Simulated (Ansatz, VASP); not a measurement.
## One calculation of SnTe, two programs

```
CELL_PARAMETERS angstrom
0.00000 3.53892 3.61115
3.53892 0.00000 3.61115
3.53892 3.53892 0.00000
ATOMIC_POSITIONS crystal
Te 0.25000 0.25000 0.25000
Sn 0.00000 0.00000 0.00000
```

Change from the starting cell: strain_xy = -0.02.

Alike in both runs: functional PBEsol; k mesh 7 × 7 × 7; occupations fermi-dirac, width 0.05 eV; no spin polarisation.

```csv
,VASP,Ansatz
version,VASP 6.6.1,Ansatz 0.2.0
potentials or method,"VASP PAW PBE potentials, release 64 (Te, Sn_d), cutoff 520 eV","all-electron LAPW, scalar-relativistic"
task,single point,band structure
```

|  | VASP | Ansatz | Ansatz less VASP |
| --- | --- | --- | --- |
| pressure (GPa) | -0.5 | -0.5 | 0.00 |

VASP's potentials were made for PBE, not for PBEsol. Ansatz ran all-electron here, and VASP with PAW potentials.

Spin-orbit coupling is off throughout.
